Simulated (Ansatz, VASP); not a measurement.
**Two plane-wave programs on Bi**

INCAR

```
PREC = Accurate
ENCUT = 520
EDIFF = 1E-7
ISMEAR = 0
SIGMA = 0.15
LREAL = False
LASPH = True
NELM = 60
ALGO = Fast
ISIF = 2
LWAVE = False
LCHARG = False
GGA = PE
IVDW = 12
NBANDS = 14
```

Contents of KPOINTS:

```
Automatic mesh
0
Gamma
  16 16 16
```

Contents of POSCAR:

```
Bi
1.0
   -1.9766143443      1.9766143443      1.9251782833
    1.9766143443     -1.9766143443      1.9251782833
    1.9766143443      1.9766143443     -1.9251782833
Bi
1
Direct
    0.0000000000      0.0000000000      0.0000000000
```

Input for Ansatz:

```yaml
crystal:
  lattice:
    - [-1.9766143443, 1.9766143443, 1.9251782833]
    - [1.9766143443, -1.9766143443, 1.9251782833]
    - [1.9766143443, 1.9766143443, -1.9251782833]
  atoms:
    - { symbol: Bi, position: [0.0, 0.0, 0.0] }
basis:
  ecutwfc: 420
kpoints:
  mp_grid: { grid: [16, 16, 16] }
hamiltonian:
  xc: pbe
  dispersion: d3bj
scf:
  occupations: { method: gaussian, width: 0.15 }
output:
  forces: true
  stress: true
  eigenvalues: true
```

Change from the starting cell: strain +e along x and -e along y +0.0000, strain +e along z and -e/2 along x and y -0.0175.

Alike in both runs: task single point; functional PBE; dispersion D3(BJ); k mesh 16 × 16 × 16; occupations gaussian, width 0.15 eV; no spin polarisation.

|  | VASP | Ansatz |
| --- | --- | --- |
| version | VASP 6.6.1 | Ansatz 0.2.0 |
| potentials or method | VASP PAW PBE potentials, release 64 (Bi_d), cutoff 520 eV | scalar-relativistic, plane waves, PAW |
| valence electrons in the cell | 15 | 15 |

```tsv
	VASP	Ansatz	Ansatz less VASP
gap on the k mesh at the Fermi level (eV)	none	none	-
pressure (GPa)	0.0	0.1	+0.06
traceless stress, the component that is largest in VASP (GPa)	0.32	0.33	+0.005
```

A gap of «none» marks a metal or a gap that the smearing closes.

Spin-orbit coupling is off throughout.
